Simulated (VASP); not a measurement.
# Cu5Ni (P4/mmm) in VASP: a series of runs

Runs on Cu5Ni. Level: PBE. Tasks: single point.

Program: VASP 6.6.1. These are calculated values, not measurements. Logs are shortened: lines on timing, memory, paths and dates and some standing lists are left out, and cuts for length are marked.

### 1 The cell of the first run

The structure is tetragonal, space group P4/mmm (No. 123). The conventional cell has a = 2.558 Å, b = 2.558 Å, c = 10.764 Å, α = 90.00°, β = 90.00°, γ = 90.00°. Cu (site symmetry 4mm) has 4 Ni at 2.51 Å and 8 Cu at 2.56 Å within 3.3 Å. Cu (site symmetry 4mm) has 12 Cu at 2.56 Å within 3.4 Å. Within 3.4 Å of Cu (site symmetry 4/mmm) lie 12 Cu at 2.56 Å. Within 3.3 Å of Ni (site symmetry 4/mmm) lie 8 Cu at 2.51 Å and 4 Ni at 2.56 Å.

### 2 Single point, PBE

Contents of INCAR:

```
PREC = Accurate ; ENCUT = 520
EDIFF = 1E-6 ; ISMEAR = 0
SIGMA = 0.1 ; LREAL = False
LASPH = True ; NELM = 80
ALGO = Normal ; ISIF = 2
LWAVE = False ; LCHARG = False
GGA = PE ; NBANDS = 42
```

Contents of KPOINTS:

```
regular mesh
0
Gamma
  6 6 2
```

Contents of POSCAR:

```
Cu5Ni
1.0
    2.5575418000      0.0000000000      0.0000000000
    0.0000000000      2.5575418000      0.0000000000
    0.0000000000      0.0000000000     10.7640643000
Cu Ni
5 1
Direct
    0.5000000000      0.5000000000      0.8378410000
    0.0000000000      0.0000000000      0.6689510000
    0.5000000000      0.5000000000      0.5000000000
    0.0000000000      0.0000000000      0.3310490000
    0.5000000000      0.5000000000      0.1621590000
    0.0000000000      0.0000000000      0.0000000000
```

Potentials or basis: VASP PAW PBE potentials, release 64 (Cu, Ni).

Launch:

```sh
$ cat potpaw_PBE.64/Cu/POTCAR potpaw_PBE.64/Ni/POTCAR > POTCAR
$ mpirun -np 1 vasp_std > vasp.out
```

OUTCAR:

```text
PREC = Accurate
   ENCUT = 520
   EDIFF = 1E-6
   ISMEAR = 0
   LREAL = False
   LASPH = True
   NELM = 80
   ISIF = 2
   GGA = PE

 ion  position               nearest neighbor table
   1  0.500  0.500  0.838-   6 2.51   6 2.51   6 2.51   6 2.51   2 2.56   2 2.56   2 2.56   2 2.56

   2  0.000  0.000  0.669-   1 2.56   1 2.56   1 2.56   1 2.56   3 2.56   3 2.56   3 2.56   3 2.56

   3  0.500  0.500  0.500-   2 2.56   4 2.56   2 2.56   4 2.56   2 2.56   4 2.56   2 2.56   4 2.56

   4  0.000  0.000  0.331-   5 2.56   5 2.56   5 2.56   5 2.56   3 2.56   3 2.56   3 2.56   3 2.56

   5  0.500  0.500  0.162-   6 2.51   6 2.51   6 2.51   6 2.51   4 2.56   4 2.56   4 2.56   4 2.56

   6  0.000  0.000  0.000-   1 2.51   5 2.51   1 2.51   5 2.51   1 2.51   5 2.51   1 2.51   5 2.51

  LATTYP: Found a simple tetragonal cell.
 ALAT       =     2.5575418000
 C/A-ratio  =     4.2087540075

  Lattice vectors:

 A1 = (   2.5575418000,   0.0000000000,   0.0000000000)
 A2 = (   0.0000000000,   2.5575418000,   0.0000000000)
 A3 = (   0.0000000000,   0.0000000000,  10.7640643000)

Analysis of symmetry for initial positions (statically):
=====================================================================
 Subroutine PRICEL returns:
 Original cell was already a primitive cell.

 Routine SETGRP: Setting up the symmetry group for a
 simple tetragonal supercell.

 Subroutine GETGRP returns: Found 16 space group operations
 (whereof 16 operations were pure point group operations)
 out of a pool of 16 trial point group operations.

The static configuration has the point symmetry D_4h.

Analysis of symmetry for dynamics (positions and initial velocities):
=====================================================================
 Subroutine PRICEL returns:
 Original cell was already a primitive cell.

 Routine SETGRP: Setting up the symmetry group for a
 simple tetragonal supercell.

 Subroutine GETGRP returns: Found 16 space group operations
 (whereof 16 operations were pure point group operations)
 out of a pool of 16 trial point group operations.

The dynamic configuration has the point symmetry D_4h.

 Subroutine INISYM returns: Found 16 space group operations
 (whereof 16 operations are pure point group operations),
 and found     1 'primitive' translations

----------------------------------------------------------------------------------------

                                     Primitive cell

  volume of cell :      70.4080

  direct lattice vectors                    reciprocal lattice vectors
     2.557541800  0.000000000  0.000000000     0.391000452  0.000000000  0.000000000
     0.000000000  2.557541800  0.000000000     0.000000000  0.391000452  0.000000000
     0.000000000  0.000000000 10.764064300     0.000000000  0.000000000  0.092901712

  length of vectors
     2.557541800  2.557541800 10.764064300     0.391000452  0.391000452  0.092901712

  position of ions in fractional coordinates (direct lattice)
     0.500000000  0.500000000  0.837841000
     0.000000000  0.000000000  0.668951000
     0.500000000  0.500000000  0.500000000
     0.000000000  0.000000000  0.331049000
     0.500000000  0.500000000  0.162159000
     0.000000000  0.000000000  0.000000000

  ion indices of the primitive-cell ions
   primitive index   ion index
                 1           1
                 2           2
                 3           3
                 4           4
                 5           5
                 6           6

----------------------------------------------------------------------------------------

 KPOINTS: regular mesh

Automatic generation of k-mesh.
 Grid dimensions read from file:
 generate k-points for:    6    6    2

 Generating k-lattice:

  Cartesian coordinates                     Fractional coordinates (reciprocal lattice)
     0.065166742  0.000000000  0.000000000     0.166666667  0.000000000  0.000000000
     0.000000000  0.065166742  0.000000000     0.000000000  0.166666667  0.000000000
     0.000000000  0.000000000  0.046450856     0.000000000  0.000000000  0.500000000

  Length of vectors
     0.065166742  0.065166742  0.046450856

  Shift w.r.t. Gamma in fractional coordinates (k-lattice)
     0.000000000  0.000000000  0.000000000

 Subroutine IBZKPT returns following result:
 ===========================================

 Found     20 irreducible k-points:

 Following reciprocal coordinates:
            Coordinates               Weight
  0.000000  0.000000  0.000000      1.000000
  0.166667  0.000000  0.000000      4.000000
  0.333333  0.000000  0.000000      4.000000
  0.500000  0.000000  0.000000      2.000000
  0.166667  0.166667  0.000000      4.000000
  0.333333  0.166667  0.000000      8.000000
[... 12 lines left out ...]
  0.500000  0.333333  0.500000      4.000000
  0.500000  0.500000  0.500000      1.000000
   k-points           NKPTS =     20   k-points in BZ     NKDIM =     20   number of bands    NBANDS=     42
   number of dos      NEDOS =    301   number of ions     NIONS =      6
   total plane-waves  NPLWV =  32000
   dimension x,y,z NGX =    20 NGY =   20 NGZ =   80
   dimension x,y,z NGXF=    40 NGYF=   40 NGZF=  160
   ions per type =               5   1
   NGX,Y,Z   is equivalent  to a cutoff of  13.00, 13.00, 12.36 a.u.
   NGXF,Y,Z  is equivalent  to a cutoff of  26.00, 26.00, 24.71 a.u.
 SYSTEM =  unknown system
   PREC   = accura    normal or accurate (medium, high low for compatibility)
   ISTART =      0    job   : 0-new  1-cont  2-samecut
   ICHARG =      2    charge: 1-file 2-atom 10-const
   ISPIN  =      1    spin polarized calculation?
   LNONCOLLINEAR =      F non collinear calculations
   LSORBIT =      F    spin-orbit coupling
   LASPH  =      T    aspherical Exc in radial PAW
   ENCUT  =  520.0 eV  38.22 Ry    6.18 a.u.   4.76  4.76 20.01*2*pi/ulx,y,z
   NELM   =     80;   NELMIN=  2; NELMDL= -5     # of ELM steps
   EDIFF  = 0.1E-05   stopping-criterion for ELM
   LREAL  =      F    real-space projection
   EDIFFG = 0.1E-04   stopping-criterion for IOM
   NSW    =      0    number of steps for IOM
   IBRION =     -1    ionic relax: 0-MD 1-quasi-New 2-CG
   NFREE  =      0    steps in history (QN), initial steepest desc. (CG)
   ISIF   =      2    stress and relaxation
   ISYM   =      2    0-nonsym 1-usesym 2-fastsym
   POTIM  = 0.5000    time-step for ionic-motion
   TEBEG  =    0.0;   TEEND  =   0.0 temperature during run
   PSTRESS=    0.0 pullay stress
   NELECT =      65.0000    total number of electrons
   NUPDOWN=      -1.0000    fix difference up-down
   EMIN   =  10.00;   EMAX   =-10.00  energy-range for DOS
   EFERMI =   0.00;   METHOD = LEGACY
   ISMEAR =     0;   SIGMA  =   0.10  broadening in eV -4-tet -1-fermi 0-gaus
   EFERMI_NEDOS =   21; number of points for ismear=-14 and -15
   IALGO  =     38    algorithm
   IMIX   =      4    mixing-type and parameters
     AMIX     =   0.40;   BMIX     =  1.00
     AMIX_MAG =   1.60;   BMIX_MAG =  1.00
  volume/ion in A,a.u.               =      11.73        79.19
  Fermi-wavevector in a.u.,A,eV,Ry     =   1.594063  3.012341 34.572886  2.541035
  Thomas-Fermi vector in A             =   2.692195
   LORBIT       =      0    0 simple, 1 ext, 2 COOP (PROOUT), +10 PAW based schemes
   GGA     = PE    functional components
   LHFCALC =     F    Hartree Fock is set to
   AEXX    =    0.0000 exact exchange contribution
   IVDW    =     0    specifies the selected vdW correction
   LEPSILON=     F    determine dielectric tensor
   LRPA    =     F    only Hartree local field effects (RPA)
 non-spin polarized calculation
 Gauss-broadening in eV      SIGMA  =   0.10
  energy-cutoff  :      520.00
  volume of cell :       70.41
 maximum number of plane-waves:      1920
 NGX is ok and might be reduce to    20
   NGX =  9   NGY =  9   NGZ = 41

 number of electron      64.9999952 magnetization

 Free energy of the ion-electron system (eV)
  ---------------------------------------------------
  ext. energy  EPLUGINS =         0.00000000
  ---------------------------------------------------
  free energy    TOTEN  =       -24.03320081 eV

  energy without entropy =      -24.01693518  energy(sigma->0) =      -24.02506800

 E-fermi :   7.7666     XC(G=0): -12.7686

 val. band max:        7.6921801150   @ k =   0.5000   0.1667   0.0000
 cond. band min:       7.7857950443   @ k =   0.5000   0.1667   0.5000
 fundamental gap:      0.0936149293
 Fermi energy:         7.7665890253

 k-point     1 :       0.0000    0.0000    0.0000
  band No.  band energies     occupation
      1      -1.5078      2.00000
      2      -0.2388      2.00000
      3      -0.0364      2.00000
      4       2.5313      2.00000
      5       2.6098      2.00000
      6       3.1217      2.00000
[... 34 lines left out ...]
     41      22.1079      0.00000
     42      22.7900      0.00000

 k-point     2 :       0.1667    0.0000    0.0000
  band No.  band energies     occupation
      1      -0.8424      2.00000
      2       0.3660      2.00000
      3       0.5668      2.00000
      4       2.9112      2.00000
      5       2.9567      2.00000
      6       3.4020      2.00000
[... 34 lines left out ...]
     41      21.8816      0.00000
     42      21.9438      0.00000

 k-point     3 :       0.3333    0.0000    0.0000
  band No.  band energies     occupation
      1       0.9872      2.00000
      2       1.8193      2.00000
      3       1.9822      2.00000
      4       3.1999      2.00000
      5       3.2187      2.00000
      6       3.8281      2.00000
[... 34 lines left out ...]
     41      16.6252      0.00000
     42      16.8740      0.00000

 k-point     4 :       0.5000    0.0000    0.0000
  band No.  band energies     occupation
      1       2.7097      2.00000
      2       2.7129      2.00000
      3       2.8683      2.00000
      4       2.9724      2.00000
      5       3.1232      2.00000
      6       3.4005      2.00000
[... 664 lines left out ...]
     41      15.9482      0.00000
     42      16.0575      0.00000

 k-point    19 :       0.5000    0.3333    0.5000
  band No.  band energies     occupation
      1       3.1258      2.00000
      2       3.1320      2.00000
      3       3.3019      2.00000
      4       3.3434      2.00000
      5       3.5548      2.00000
      6       3.5613      2.00000
[... 34 lines left out ...]
     41      17.0481      0.00000
     42      17.1053      0.00000

 k-point    20 :       0.5000    0.5000    0.5000
  band No.  band energies     occupation
      1       2.9745      2.00000
      2       2.9901      2.00000
      3       3.1611      2.00000
      4       3.2191      2.00000
      5       3.3834      2.00000
      6       3.3834      2.00000
[... 34 lines left out ...]
     41      15.3138      0.00000
     42      15.4151      0.00000

------------------------ aborting loop because EDIFF is reached ----------------------------------------

  FORCE on cell =-STRESS in cart. coord.  units (eV):
  Direction    XX          YY          ZZ          XY          YZ          ZX
  --------------------------------------------------------------------------------------
  -------------------------------------------------------------------------------------
  Total        0.3110964      0.3110964     -0.1406583      0.0000000      0.0000000      0.0000000
  in kB        7.0791941      7.0791941     -3.2007677      0.0000000      0.0000000      0.0000000
  external PRESSURE =       3.6525402 kB  Pullay stress =       0.0000000 kB

 VOLUME and BASIS-vectors are now :
 -----------------------------------------------------------------------------
  energy-cutoff  :      520.00
  volume of cell :       70.41
      direct lattice vectors                 reciprocal lattice vectors
     2.557541800  0.000000000  0.000000000     0.391000452  0.000000000  0.000000000
     0.000000000  2.557541800  0.000000000     0.000000000  0.391000452  0.000000000
     0.000000000  0.000000000 10.764064300     0.000000000  0.000000000  0.092901712

 POSITION                                       TOTAL-FORCE (eV/Angst)
 -----------------------------------------------------------------------------------
      1.27877      1.27877      9.01857         0.000000      0.000000      0.053453
      0.00000      0.00000      7.20063        -0.000000      0.000000      0.009651
      1.27877      1.27877      5.38203        -0.000000      0.000000      0.000000
      0.00000      0.00000      3.56343        -0.000000      0.000000     -0.009651
      1.27877      1.27877      1.74549        -0.000000      0.000000     -0.053453
      0.00000      0.00000      0.00000        -0.000000      0.000000      0.000000
 -----------------------------------------------------------------------------------
    total drift:                               -0.000000     -0.000000     -0.000000

  FREE ENERGIE OF THE ION-ELECTRON SYSTEM (eV)
  ---------------------------------------------------
  free  energy   TOTEN  =       -24.0332008113 eV

  energy  without entropy=      -24.0169351842  energy(sigma->0) =      -24.02506800
```

Run time: 35 s. Hardware: 1 thread of Intel Xeon 6975P-C (Granite Rapids), shared host; peak memory 0.2 GiB.

What came out:

| Quantity | Value |
| --- | --- |
| Free energy | -24.0332 eV |
| Pressure | 0.4 GPa |
| Largest force | 0.053 eV/Å |

Forces in eV/Å, atoms in the order of the input:
```
Cu   0.000  0.000  0.053
Cu   0.000  0.000  0.010
Cu   0.000  0.000  0.000
Cu   0.000  0.000 -0.010
Cu   0.000  0.000 -0.053
Ni   0.000  0.000  0.000
```

Stress tensor (GPa, compression positive):
```
 0.71  0.00  0.00
 0.00  0.71  0.00
 0.00  0.00 -0.32
```

Levels at points of the mesh, in eV from the Fermi level:
```csv
k point,band 30,band 31,band 32,band 33,band 34,band 35,band 36,band 37
"(0.00, 0.00, 0.00)",-1.78,-1.78,-1.00,-0.48,-0.48,-0.24,1.81,7.52
"(0.50, 0.00, 0.00)",-0.60,-0.54,-0.53,-0.51,-0.41,-0.14,0.83,4.63
"(0.50, 0.50, 0.00)",0.24,1.58,1.58,4.23,4.23,4.23,4.23,7.14
"(0.00, 0.00, 0.50)",-1.71,-1.33,-0.49,-0.49,-0.24,0.12,0.34,9.45
"(0.50, 0.00, 0.50)",-0.88,-0.71,-0.42,-0.42,-0.40,-0.14,0.80,3.98
"(0.50, 0.50, 0.50)",0.24,2.38,2.38,2.51,2.51,6.44,6.44,6.44
```

Caveat: the k points lie up to 0.41 Å⁻¹ apart.

### 3 Single point, PBE

Contents of INCAR:

```
PREC = Accurate ; ENCUT = 520
EDIFF = 1E-7 ; ISMEAR = 0
SIGMA = 0.1 ; LREAL = F
LASPH = T ; NELM = 80
ALGO = Fast ; ISIF = 2
LWAVE = F ; LCHARG = F
GGA = PE ; NBANDS = 42
```

Contents of KPOINTS:

```
regular mesh
0
Gamma
  14 14 4
```

POSCAR is that of step 2.

Potentials or basis: VASP PAW PBE potentials, release 64 (Cu, Ni).

Launch:

```sh
$ cat potpaw_PBE.64/Cu/POTCAR potpaw_PBE.64/Ni/POTCAR > POTCAR
$ mpirun -np 1 vasp_std > vasp.out
```

Wall time 11 min (1 thread of Intel Xeon 8259CL, shared host); peak memory 0.36 GiB.

Results (log left out):

```yaml
Free_energy: -24.0683 eV
Pressure: 0.4 GPa
Largest_force: 0.010 eV/Å
```

Forces on the atoms (eV/Å):
```
Cu   0.000  0.000  0.010
Cu   0.000  0.000  0.001
Cu   0.000  0.000  0.000
Cu   0.000  0.000 -0.001
Cu   0.000  0.000 -0.010
Ni   0.000  0.000  0.000
```

Levels at points of the mesh, in eV from the Fermi level:
```csv
k point,band 31,band 32,band 33,band 34,band 35,band 36
"(0.00, 0.00, 0.00)",-1.66,-0.93,-0.42,-0.42,-0.19,1.90
"(0.50, 0.00, 0.00)",-0.43,-0.41,-0.40,-0.34,-0.08,0.89
"(0.50, 0.50, 0.00)",1.68,1.68,4.32,4.32,4.33,4.33
"(0.00, 0.00, 0.50)",-1.26,-0.43,-0.43,-0.19,0.22,0.41
"(0.50, 0.00, 0.50)",-0.66,-0.34,-0.31,-0.30,-0.08,0.86
"(0.50, 0.50, 0.50)",2.49,2.49,2.58,2.58,6.53,6.53
```

Spin polarisation is off, so any magnetic state and its effect on volume and gap are missing.

### 4 Single point, PBE, collinear spin, ferromagnetic start

Contents of INCAR:

```
  PREC = Accurate
  ENCUT = 520
  EDIFF = 1E-6
  ISMEAR = 0
  SIGMA = 0.1
  LREAL = F
  LASPH = T
  NELM = 150
  ALGO = Normal
  ISIF = 2
  LWAVE = F
  LCHARG = F
  ISPIN = 2
  MAGMOM = 0 0 0 0 0 2
  LORBIT = 11
  LMAXMIX = 4
  GGA = PE
  NBANDS = 46
```

Contents of KPOINTS:

```
Automatic mesh
0
Gamma
  6 6 2
```

POSCAR is that of step 3.

Launch:

```sh
$ cat potpaw_PBE.64/Cu/POTCAR potpaw_PBE.64/Ni/POTCAR > POTCAR
$ mpirun -np 1 vasp_std > vasp.out
```

Run time: 4.6 min. Hardware: 1 thread of Intel Xeon 8259CL, shared host; peak memory 0.26 GiB.

Results (log left out):

```yaml
Free_energy: -24.0332 eV
Pressure: 0.4 GPa
Largest_force: 0.054 eV/Å
Net_moment: 0.00 μB per cell
Valence_electrons_inside_the_program's_atomic_spheres: Cu 10.01, 9.99; Ni 9.26
```

Forces in eV/Å, atoms in the order of the input:
```
Cu   0.000  0.000  0.054
Cu   0.000  0.000  0.010
Cu   0.000  0.000  0.000
Cu   0.000  0.000 -0.010
Cu   0.000  0.000 -0.054
Ni   0.000  0.000  0.000
```

Stress tensor (GPa, compression positive):
```
 0.75  0.00  0.00
 0.00  0.75  0.00
 0.00  0.00 -0.28
```

Levels at points of the mesh, in eV from the Fermi level:
Spin up:
| k point | band 31 | band 32 | band 33 | band 34 | band 35 | band 36 |
| --- | --- | --- | --- | --- | --- | --- |
| (0.00, 0.00, 0.00) | -1.78 | -1.00 | -0.49 | -0.49 | -0.24 | 1.81 |
| (0.50, 0.00, 0.00) | -0.54 | -0.53 | -0.51 | -0.41 | -0.14 | 0.83 |
| (0.50, 0.50, 0.00) | 1.58 | 1.58 | 4.23 | 4.23 | 4.23 | 4.23 |
| (0.00, 0.00, 0.50) | -1.33 | -0.49 | -0.49 | -0.24 | 0.12 | 0.34 |
| (0.50, 0.00, 0.50) | -0.71 | -0.42 | -0.42 | -0.41 | -0.14 | 0.80 |
| (0.50, 0.50, 0.50) | 2.38 | 2.38 | 2.51 | 2.51 | 6.44 | 6.44 |
Spin down:
```
           k point  band 29  band 30  band 31  band 32  band 33  band 34  band 35  band 36  band 37  band 38
(0.00, 0.00, 0.00)    -1.78    -1.78    -1.78    -1.00    -0.48    -0.48    -0.24     1.81     7.52    13.15
(0.50, 0.00, 0.00)    -0.71    -0.60    -0.55    -0.53    -0.51    -0.41    -0.14     0.83     4.63     4.64
(0.50, 0.50, 0.00)    -0.40     0.24     1.58     1.58     4.23     4.23     4.23     4.23     7.14     7.16
(0.00, 0.00, 0.50)    -1.71    -1.71    -1.33    -0.49    -0.49    -0.24     0.12     0.34     9.45    10.23
(0.50, 0.00, 0.50)    -0.92    -0.88    -0.71    -0.42    -0.42    -0.40    -0.14     0.80     3.98     4.09
(0.50, 0.50, 0.50)    -0.40     0.24     2.38     2.38     2.51     2.51     6.44     6.44     6.44     6.44
```

Caveat: the k points lie up to 0.41 Å⁻¹ apart; the starting moments collapsed, and a magnetic state may lie lower.
